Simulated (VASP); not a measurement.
# SiO2 (P6_422) in VASP: settings compared

Aim: see how the results for SiO2 move with the level of theory and the settings. Levels: LDA, PBEsol, r2SCAN. Tasks: single point.

Program: VASP 6.6.1. These are calculated values, not measurements. Logs are shortened: lines on timing, memory, paths and dates and some standing lists are left out, and cuts for length are marked.

## 1. The cell of the first run

It takes space group P6_422 (No. 181, hexagonal). The conventional cell has a = 5.061 Å, b = 5.061 Å, c = 5.541 Å, α = 90.00°, β = 90.00°, γ = 120.00°. Within 2.1 Å of Si (site symmetry 222) lie 4 O at 1.61 Å. O (site symmetry 2) has 2 Si at 1.61 Å within 2.1 Å.

## 2. Single point, LDA

File INCAR:

```
SYSTEM = SiO2
ALGO = Normal
EDIFF = 1E-7
ENCUT = 520
GGA = CA
ISIF = 2
ISMEAR = 0
LASPH = .True.
LCHARG = .False.
LREAL = .False.
LWAVE = .False.
NBANDS = 34
NELM = 80
PREC = Accurate
SIGMA = 0.02
```

File KPOINTS:

```
k-points
0
Gamma
  6 6 4
  0 0 0
```

File POSCAR:

```
SiO2
1.0
    5.0605222284      0.0000000000      0.0000000000
   -2.5302611142      4.3825408062      0.0000000000
    0.0000000000      0.0000000000      5.5413533100
Si O
3 6
Direct
    0.0000000000      0.5000000000      0.3333333333
    0.5000000000      0.5000000000      0.6666666667
    0.5000000000      0.0000000000      0.0000000000
    0.5827892600      0.7913946300      0.8333333333
    0.7913946300      0.5827892600      0.5000000000
    0.7913946300      0.2086053700      0.1666666667
    0.4172107400      0.2086053700      0.8333333333
    0.2086053700      0.4172107400      0.5000000000
    0.2086053700      0.7913946300      0.1666666667
```

Potentials or basis: VASP PAW LDA potentials, release 64 (Si, O).

Run with:

```
cat potpaw_LDA.64/Si/POTCAR potpaw_LDA.64/O/POTCAR > POTCAR
mpirun -np 1 vasp_std > vasp.out
```

OUTCAR:

```text
SYSTEM = SiO2
   EDIFF = 1E-7
   ENCUT = 520
   GGA = CA
   ISIF = 2
   ISMEAR = 0
   LASPH = .True.
   LREAL = .False.
   NELM = 80
   PREC = Accurate

 ion  position               nearest neighbor table
   1  0.000  0.500  0.333-   6 1.61   9 1.61   8 1.61   5 1.61   3 3.13   3 3.13   2 3.13   2 3.13

   2  0.500  0.500  0.667-   4 1.61   7 1.61   5 1.61   8 1.61   3 3.13   3 3.13   1 3.13   1 3.13

   3  0.500  0.000  0.000-   4 1.61   7 1.61   6 1.61   9 1.61   1 3.13   2 3.13   2 3.13   1 3.13

   4  0.583  0.791  0.833-   2 1.61   3 1.61
   5  0.791  0.583  0.500-   1 1.61   2 1.61
   6  0.791  0.209  0.167-   1 1.61   3 1.61
   7  0.417  0.209  0.833-   2 1.61   3 1.61
   8  0.209  0.417  0.500-   1 1.61   2 1.61
   9  0.209  0.791  0.167-   1 1.61   3 1.61

  LATTYP: Found a hexagonal cell.
 ALAT       =     5.0605222284
 C/A-ratio  =     1.0950160991

  Lattice vectors:

 A1 = (   5.0605222284,   0.0000000000,   0.0000000000)
 A2 = (  -2.5302611142,   4.3825408062,   0.0000000000)
 A3 = (   0.0000000000,   0.0000000000,   5.5413533100)

Analysis of symmetry for initial positions (statically):
=====================================================================
 Subroutine PRICEL returns:
 Original cell was already a primitive cell.

 Routine SETGRP: Setting up the symmetry group for a
 hexagonal supercell.

 Subroutine GETGRP returns: Found 12 space group operations
 (whereof  4 operations were pure point group operations)
 out of a pool of 24 trial point group operations.

The static configuration has the point symmetry D_2 .
 The point group associated with its full space group is D_6 .

Analysis of symmetry for dynamics (positions and initial velocities):
=====================================================================
 Subroutine PRICEL returns:
 Original cell was already a primitive cell.

 Routine SETGRP: Setting up the symmetry group for a
 hexagonal supercell.

 Subroutine GETGRP returns: Found 12 space group operations
 (whereof  4 operations were pure point group operations)
 out of a pool of 24 trial point group operations.

The dynamic configuration has the point symmetry D_2 .
 The point group associated with its full space group is D_6 .

 Subroutine INISYM returns: Found 12 space group operations
 (whereof  4 operations are pure point group operations),
 and found     1 'primitive' translations

----------------------------------------------------------------------------------------

                                     Primitive cell

  volume of cell :     122.8958

  direct lattice vectors                    reciprocal lattice vectors
     5.060522228  0.000000000  0.000000000     0.197608064  0.114089069  0.000000000
    -2.530261114  4.382540806  0.000000000     0.000000000  0.228178138  0.000000000
     0.000000000  0.000000000  5.541353310     0.000000000  0.000000000  0.180461332

  length of vectors
     5.060522228  5.060522228  5.541353310     0.228178138  0.228178138  0.180461332

  position of ions in fractional coordinates (direct lattice)
     0.000000000  0.500000000  0.333333333
     0.500000000  0.500000000  0.666666667
     0.500000000  0.000000000  0.000000000
     0.582789260  0.791394630  0.833333333
     0.791394630  0.582789260  0.500000000
     0.791394630  0.208605370  0.166666667
     0.417210740  0.208605370  0.833333333
     0.208605370  0.417210740  0.500000000
     0.208605370  0.791394630  0.166666667

  ion indices of the primitive-cell ions
   primitive index   ion index
                 1           1
                 2           2
                 3           3
                 4           4
                 5           5
                 6           6
                 7           7
                 8           8
                 9           9

----------------------------------------------------------------------------------------

 KPOINTS: k-points

Automatic generation of k-mesh.
 Grid dimensions read from file:
 generate k-points for:    6    6    4

 Generating k-lattice:

  Cartesian coordinates                     Fractional coordinates (reciprocal lattice)
     0.032934677  0.019014845  0.000000000     0.166666667  0.000000000  0.000000000
     0.000000000  0.038029690  0.000000000     0.000000000  0.166666667  0.000000000
     0.000000000  0.000000000  0.045115333     0.000000000  0.000000000  0.250000000

  Length of vectors
     0.038029690  0.038029690  0.045115333

  Shift w.r.t. Gamma in fractional coordinates (k-lattice)
     0.000000000  0.000000000  0.000000000

 Subroutine IBZKPT returns following result:
 ===========================================

 Found     21 irreducible k-points:

 Following reciprocal coordinates:
            Coordinates               Weight
  0.000000  0.000000  0.000000      1.000000
  0.166667  0.000000  0.000000      6.000000
  0.333333  0.000000  0.000000      6.000000
  0.500000  0.000000  0.000000      3.000000
  0.166667  0.166667  0.000000      6.000000
  0.333333  0.166667  0.000000     12.000000
[... 13 lines left out ...]
  0.333333  0.166667  0.500000     12.000000
  0.333333  0.333333  0.500000      2.000000
   k-points           NKPTS =     21   k-points in BZ     NKDIM =     21   number of bands    NBANDS=     34
   number of dos      NEDOS =    301   number of ions     NIONS =      9
   total plane-waves  NPLWV =  67200
   dimension x,y,z NGX =    40 NGY =   40 NGZ =   42
   dimension x,y,z NGXF=    80 NGYF=   80 NGZF=   84
   ions per type =               3   6
   NGX,Y,Z   is equivalent  to a cutoff of  13.14, 13.14, 12.60 a.u.
   NGXF,Y,Z  is equivalent  to a cutoff of  26.28, 26.28, 25.20 a.u.
 SYSTEM =  SiO2
   PREC   = accura    normal or accurate (medium, high low for compatibility)
   ISTART =      0    job   : 0-new  1-cont  2-samecut
   ICHARG =      2    charge: 1-file 2-atom 10-const
   ISPIN  =      1    spin polarized calculation?
   LNONCOLLINEAR =      F non collinear calculations
   LSORBIT =      F    spin-orbit coupling
   LASPH  =      T    aspherical Exc in radial PAW
   ENCUT  =  520.0 eV  38.22 Ry    6.18 a.u.   9.41  9.41 10.30*2*pi/ulx,y,z
   NELM   =     80;   NELMIN=  2; NELMDL= -5     # of ELM steps
   EDIFF  = 0.1E-06   stopping-criterion for ELM
   LREAL  =      F    real-space projection
   EDIFFG = 0.1E-05   stopping-criterion for IOM
   NSW    =      0    number of steps for IOM
   IBRION =     -1    ionic relax: 0-MD 1-quasi-New 2-CG
   NFREE  =      0    steps in history (QN), initial steepest desc. (CG)
   ISIF   =      2    stress and relaxation
   ISYM   =      2    0-nonsym 1-usesym 2-fastsym
   POTIM  = 0.5000    time-step for ionic-motion
   TEBEG  =    0.0;   TEEND  =   0.0 temperature during run
   PSTRESS=    0.0 pullay stress
   NELECT =      48.0000    total number of electrons
   NUPDOWN=      -1.0000    fix difference up-down
   EMIN   =  10.00;   EMAX   =-10.00  energy-range for DOS
   EFERMI =   0.00;   METHOD = LEGACY
   ISMEAR =     0;   SIGMA  =   0.02  broadening in eV -4-tet -1-fermi 0-gaus
   EFERMI_NEDOS =   21; number of points for ismear=-14 and -15
   IALGO  =     38    algorithm
   IMIX   =      4    mixing-type and parameters
     AMIX     =   0.40;   BMIX     =  1.00
     AMIX_MAG =   1.60;   BMIX_MAG =  1.00
  volume/ion in A,a.u.               =      13.66        92.15
  Fermi-wavevector in a.u.,A,eV,Ry     =   1.196675  2.261388 19.483963  1.432031
  Thomas-Fermi vector in A             =   2.332609
   LORBIT       =      0    0 simple, 1 ext, 2 COOP (PROOUT), +10 PAW based schemes
   GGA     = CA    functional components
   LHFCALC =     F    Hartree Fock is set to
   AEXX    =    0.0000 exact exchange contribution
   IVDW    =     0    specifies the selected vdW correction
   LEPSILON=     F    determine dielectric tensor
   LRPA    =     F    only Hartree local field effects (RPA)
 non-spin polarized calculation
 Gauss-broadening in eV      SIGMA  =   0.02
  energy-cutoff  :      520.00
  volume of cell :      122.90
 maximum number of plane-waves:      3344
 NGX is ok and might be reduce to    40
   NGX = 19   NGY = 19   NGZ = 21

 number of electron      47.9999975 magnetization

 Free energy of the ion-electron system (eV)
  ---------------------------------------------------
  ext. energy  EPLUGINS =         0.00000000
  ---------------------------------------------------
  free energy    TOTEN  =       -77.80960251 eV

  energy without entropy =      -77.80960251  energy(sigma->0) =      -77.80960251

 E-fermi :   0.4165     XC(G=0):  -9.3093

 val. band max:        0.2795172261   @ k =   0.5000   0.0000   0.0000
 cond. band min:       5.7287325745   @ k =   0.0000   0.0000   0.0000
 fundamental gap:      5.4492153484
 Fermi energy:         0.4164539179

 k-point     1 :       0.0000    0.0000    0.0000
  band No.  band energies     occupation
      1     -18.9126      2.00000
      2     -17.4064      2.00000
      3     -17.4064      2.00000
      4     -16.7833      2.00000
      5     -16.7253      2.00000
      6     -16.7253      2.00000
[... 26 lines left out ...]
     33      13.1256      0.00000
     34      13.1268      0.00000

 k-point     2 :       0.1667    0.0000    0.0000
  band No.  band energies     occupation
      1     -18.8366      2.00000
      2     -17.5128      2.00000
      3     -17.3999      2.00000
      4     -16.7813      2.00000
      5     -16.7369      2.00000
      6     -16.7333      2.00000
[... 26 lines left out ...]
     33      12.9993      0.00000
     34      13.3070      0.00000
[... 664 lines left out ...]
     33      11.3738      0.00000
     34      11.5712      0.00000

 k-point    21 :       0.3333    0.3333    0.5000
  band No.  band energies     occupation
      1     -18.3963      2.00000
      2     -17.7288      2.00000
      3     -17.7288      2.00000
      4     -16.7961      2.00000
      5     -16.7575      2.00000
      6     -16.7575      2.00000
[... 26 lines left out ...]
     33      11.4176      0.00000
     34      11.4713      0.00000

------------------------ aborting loop because EDIFF is reached ----------------------------------------

  FORCE on cell =-STRESS in cart. coord.  units (eV):
  Direction    XX          YY          ZZ          XY          YZ          ZX
  --------------------------------------------------------------------------------------
  -------------------------------------------------------------------------------------
  Total       -0.8879640     -0.8879640     -0.8505753      0.0000000     -0.0000000      0.0000000
  in kB      -11.5762739    -11.5762739    -11.0888422      0.0000000     -0.0000000      0.0000000
  external PRESSURE =     -11.4137967 kB  Pullay stress =       0.0000000 kB

 VOLUME and BASIS-vectors are now :
 -----------------------------------------------------------------------------
  energy-cutoff  :      520.00
  volume of cell :      122.90
      direct lattice vectors                 reciprocal lattice vectors
     5.060522228  0.000000000  0.000000000     0.197608064  0.114089069  0.000000000
    -2.530261114  4.382540806  0.000000000     0.000000000  0.228178138  0.000000000
     0.000000000  0.000000000  5.541353310     0.000000000  0.000000000  0.180461332

 POSITION                                       TOTAL-FORCE (eV/Angst)
 -----------------------------------------------------------------------------------
     -1.26513      2.19127      1.84712        -0.000000      0.000000     -0.000000
      1.26513      2.19127      3.69424         0.000000      0.000000      0.000000
      2.53026      0.00000      0.00000        -0.000000      0.000000     -0.000000
      0.94678      3.46832      4.61779        -0.010721     -0.006190     -0.000000
      2.53026      2.55410      2.77068         0.000000     -0.012379     -0.000000
      3.47704      0.91422      0.92356        -0.010721      0.006190      0.000000
      1.58348      0.91422      4.61779         0.010721      0.006190      0.000000
      0.00000      1.82844      2.77068         0.000000      0.012379     -0.000000
     -0.94678      3.46832      0.92356         0.010721     -0.006190      0.000000
 -----------------------------------------------------------------------------------
    total drift:                                0.000000     -0.000000     -0.000001

  FREE ENERGIE OF THE ION-ELECTRON SYSTEM (eV)
  ---------------------------------------------------
  free  energy   TOTEN  =       -77.8096025136 eV

  energy  without entropy=      -77.8096025136  energy(sigma->0) =      -77.80960251
```

It took 58 s on 1 thread of AMD EPYC 7R13 (Zen 3), shared host; peak memory 0.19 GiB.

Results:

- Free energy: -77.8096 eV
- Pressure: -1.1 GPa
- Largest force: 0.012 eV/Å
- Band gap on the k mesh: 5.45 eV (least direct gap 5.64 eV)

Forces on the atoms (eV/Å):
```
Si   0.000  0.000  0.000
Si   0.000  0.000  0.000
Si   0.000  0.000  0.000
O   -0.011 -0.006  0.000
O    0.000 -0.012  0.000
O   -0.011  0.006  0.000
O    0.011  0.006  0.000
O    0.000  0.012  0.000
O    0.011 -0.006  0.000
```

## 3. Single point, PBEsol

File INCAR:

```
ALGO     = Normal         # electronic algorithm
EDIFF    = 1E-6           # SCF threshold, eV
ENCUT    = 520            # plane-wave cutoff, eV
GGA      = PS             # functional
ISIF     = 2              # what is computed and relaxed
ISMEAR   = 0              # smearing method
LASPH    = T              # aspherical terms in the spheres
LCHARG   = F              # write CHGCAR
LREAL    = F              # projectors in reciprocal space
LWAVE    = F              # write WAVECAR
NBANDS   = 34             # bands
NELM     = 60             # most SCF steps
PREC     = Accurate       # precision mode
SIGMA    = 0.02           # smearing width, eV
```

File KPOINTS:

```
k-points
0
Gamma
  6 6 4
```

POSCAR is that of step 2.

Potentials or basis: VASP PAW PBE potentials, release 64 (Si, O).

Run with:

```
cat potpaw_PBE.64/Si/POTCAR potpaw_PBE.64/O/POTCAR > POTCAR
mpirun -np 1 vasp_std > vasp.out
```

It took 65 s on 1 thread of AMD EPYC 7R13 (Zen 3), shared host; peak memory 0.23 GiB.

Results (log left out):

| Property | Result |
| --- | --- |
| Free energy | -73.9397 eV |
| Pressure | 3.0 GPa |
| Largest force | 0.168 eV/Å |
| Band gap on the k mesh | 5.63 eV (least direct gap 5.82 eV) |

Forces in eV/Å, atoms in the order of the input:
```
Si   0.000  0.000  0.000
Si   0.000  0.000  0.000
Si   0.000  0.000  0.000
O    0.145  0.084  0.000
O    0.000  0.168  0.000
O    0.145 -0.084  0.000
O   -0.145 -0.084  0.000
O    0.000 -0.168  0.000
O   -0.145  0.084  0.000
```

Levels at points of the mesh, in eV from the valence-band top:
```
           k point  band 22  band 23  band 24  band 25  band 26  band 27
(0.00, 0.00, 0.00)    -0.47    -0.47    -0.19     5.63     8.86     8.86
(0.50, 0.00, 0.00)    -1.01    -0.35     0.00     7.67     8.51     9.55
(0.00, 0.00, 0.50)    -0.29     0.00     0.00     7.46     7.46     8.35
(0.50, 0.00, 0.50)    -0.74    -0.70    -0.34     8.56     9.03     9.20
```

Caveat: the cell stands under pressure; the PAW data sets were made with another functional, which shifts forces and pressure a little.

## 4. Single point, r2SCAN

POSCAR is that of step 3.

File INCAR.step1:

```
PREC = Accurate ; ENCUT = 520
ISMEAR = 0 ; SIGMA = 0.02
LREAL = F ; LASPH = T
NELM = 60 ; NBANDS = 34
GGA = PE ; ALGO = Normal
EDIFF = 1E-4 ; LWAVE = T
LCHARG = F
```

File INCAR.step2:

```
PREC = Accurate ; ENCUT = 520
EDIFF = 1E-6 ; ISMEAR = 0
SIGMA = 0.02 ; LREAL = F
LASPH = T ; NELM = 60
ALGO = Normal ; ISIF = 2
LWAVE = F ; LCHARG = F
METAGGA = R2SCAN ; LMIXTAU = T
NBANDS = 34 ; ISTART = 1
```

File KPOINTS:

```
Automatic mesh
0
Gamma
  6 6 4
```

Run with:

```
cat potpaw_PBE.64/Si/POTCAR potpaw_PBE.64/O/POTCAR > POTCAR
cp INCAR.step1 INCAR
mpirun -np 1 vasp_std > vasp.out
cp INCAR.step2 INCAR
mpirun -np 1 vasp_std > vasp.out
```

It took 4.4 min on 1 thread of AMD EPYC 7R13 (Zen 3), shared host; peak memory 0.26 GiB.

It converged, with:

| Item | Value |
| --- | --- |
| Free energy | -89.3559 eV |
| Pressure | 0.3 GPa |
| Largest force | 0.020 eV/Å |
| Band gap on the k mesh | 6.30 eV (least direct gap 6.49 eV) |

Forces in eV/Å, atoms in the order of the input:
```
Si   0.000  0.000  0.000
Si   0.000  0.000  0.000
Si   0.000  0.000  0.000
O    0.017  0.010  0.000
O    0.000  0.020  0.000
O    0.017 -0.010  0.000
O   -0.017 -0.010  0.000
O    0.000 -0.020  0.000
O   -0.017  0.010  0.000
```

Levels at points of the mesh, in eV from the valence-band top:
```tsv
k point	band 21	band 22	band 23	band 24	band 25	band 26	band 27	band 28
(0.00, 0.00, 0.00)	-1.00	-0.46	-0.46	-0.19	6.30	9.74	9.74	10.06
(0.50, 0.00, 0.00)	-1.17	-1.02	-0.35	0.00	8.42	9.27	10.39	10.54
(0.00, 0.00, 0.50)	-1.16	-0.29	0.00	0.00	8.17	8.17	9.25	10.73
(0.50, 0.00, 0.50)	-0.94	-0.73	-0.70	-0.34	9.52	9.91	9.99	10.16
```

Caveat: the PAW data sets were made with another functional, which shifts forces and pressure a little.

## 5. The runs side by side

```tsv
level	potentials or basis	gap on the mesh (eV)	pressure (GPa)	largest force (eV/Å)
LDA	VASP PAW LDA potentials, release 64 (Si, O)	5.45	-1.1	0.01
PBEsol	VASP PAW PBE potentials, release 64 (Si, O)	5.63	3.0	0.17
r2SCAN	VASP PAW PBE potentials, release 64 (Si, O)	6.30	0.3	0.02
```

Alike in all rows: task single point; no spin polarisation; cell as given; k mesh 6 × 6 × 4; cutoff (eV) 520; smearing gaussian 0.02 eV.

Caveats: the PAW data sets were made with another functional, which shifts forces and pressure a little (at least some runs); the cell stands under pressure (at least some runs).

Absolute energies hang on the potentials; compare differences alone.
